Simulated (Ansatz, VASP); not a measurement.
**Two plane-wave programs on SnGe5**

The input INCAR:

```
ALGO     = Normal         # electronic algorithm
EDIFF    = 1E-7           # SCF threshold, eV
EDIFFG   = -0.04          # ionic threshold
ENCUT    = 600            # plane-wave cutoff, eV
GGA      = PE             # functional
IBRION   = 2              # ionic algorithm
ISIF     = 3              # what is computed and relaxed
ISMEAR   = 0              # smearing method
LASPH    = True           # aspherical terms in the spheres
LCHARG   = False          # write CHGCAR
LREAL    = False          # projectors in reciprocal space
LWAVE    = False          # write WAVECAR
NELM     = 60             # most SCF steps
NSW      = 90             # ionic steps
PREC     = Accurate       # precision mode
SIGMA    = 0.1            # smearing width, eV
```

KPOINTS

```
k-points
0
Gamma
  4 4 6
```

The input POSCAR:

```
SnGe5
1.0
    6.2906211100      0.0000000000      0.0000000000
    0.0000000000      6.2906211100      0.0000000000
    0.0000000000      0.0000000000      3.3982647000
Sn Ge
1 5
Direct
    0.0000000000      0.0000000000      0.5000000000
    0.2868783300      0.2868783300      0.5000000000
    0.7131216700      0.7131216700      0.5000000000
    0.7131216700      0.2868783300      0.5000000000
    0.2868783300      0.7131216700      0.5000000000
    0.5000000000      0.5000000000      0.5000000000
```

Input for Ansatz:

```yaml
crystal:
  lattice:
    - [6.29062111, 0.0, 0.0]
    - [0.0, 6.29062111, 0.0]
    - [0.0, 0.0, 3.3982647]
  atoms:
    - { symbol: Sn, position: [0.0, 0.0, 0.5] }
    - { symbol: Ge, position: [0.28687833, 0.28687833, 0.5] }
    - { symbol: Ge, position: [0.71312167, 0.71312167, 0.5] }
    - { symbol: Ge, position: [0.71312167, 0.28687833, 0.5] }
    - { symbol: Ge, position: [0.28687833, 0.71312167, 0.5] }
    - { symbol: Ge, position: [0.5, 0.5, 0.5] }
basis:
  ecutwfc: 420
kpoints:
  mp_grid: { grid: [4, 4, 6] }
hamiltonian:
  xc: pbe
scf:
  occupations: { method: gaussian, width: 0.1 }
  lower_state_search: "off"
output:
  forces: true
  stress: true
  eigenvalues: true
relax:
  adjacent_minimum: "off"
  f_tol: 0.04
  max_steps: 70
  cell: { stress_tol: 0.4 }
```

Alike in both runs: task relaxation of cell and atoms; functional PBE; k mesh 4 × 4 × 6; occupations gaussian, width 0.1 eV; no spin polarisation.

```csv
,VASP,Ansatz
version,VASP 6.6.1,Ansatz 0.2.0
potentials or method,"VASP PAW PBE potentials, release 64 (Sn_d, Ge_d), cutoff 600 eV","scalar-relativistic, plane waves, PAW"
valence electrons in the cell,84,84
```

|  | VASP | Ansatz | Ansatz less VASP |
| --- | --- | --- | --- |
| gap on the k mesh at the Fermi level, each at its own relaxed structure (eV) | none | none | - |
| relaxed volume (Å³/atom) | 27.07 | 27.15 | +0.077 |
| relaxed cell length with the largest relative difference (Å) | 7.634 | 7.645 | +0.0112 |

A gap of «none» marks a metal or a gap that the smearing closes.

Noted on VASP's run: the volume moved by over 15 % at a fixed basis, so the end points are rough.
